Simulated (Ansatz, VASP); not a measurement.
**Two plane-wave programs on TiSb2Se2**

```xyz
5
Lattice="5.2711 0.0000 0.0000 0.0000 5.2711 0.0000 0.0000 0.0000 8.3967" Properties=species:S:1:pos:R:3 pbc="T T T"
Ti    0.0000    0.0000    0.0000
Sb    2.6355    0.0000    0.0000
Sb    0.0000    2.6355    0.0000
Se    0.0000    0.0000    6.0054
Se    0.0000    0.0000    2.3912
```

Alike in both runs: functional PBE; k mesh 8 × 8 × 6; occupations gaussian, width 0.1 eV; no spin polarisation.

Ansatz relaxed the structure, and its values are those at the end. VASP's run is a single point on that final structure, the one shown.

|  | VASP | Ansatz |
| --- | --- | --- |
| version | VASP 6.6.1 | Ansatz 0.2.0 |
| potentials or method | VASP PAW PBE potentials, release 64 (Ti_sv, Sb, Se), cutoff 520 eV | scalar-relativistic, plane waves, PAW |
| valence electrons in the cell | 34 | 74 |

Ansatz gave:

* gap on the k mesh at the Fermi level (eV): none
* pressure (GPa): 0.0

Q: Which values does VASP return?

A: gap on the k mesh at the Fermi level (eV): none; pressure (GPa): -0.1.

A gap of «none» marks a metal or a gap that the smearing closes. With one functional, cell and mesh, what is left measures potentials, basis and numerics. VASP's potentials hold 34 valence electrons a cell and Ansatz's 74, so a difference there can come from the potentials and not from the codes.

Neither program's run includes spin-orbit coupling.
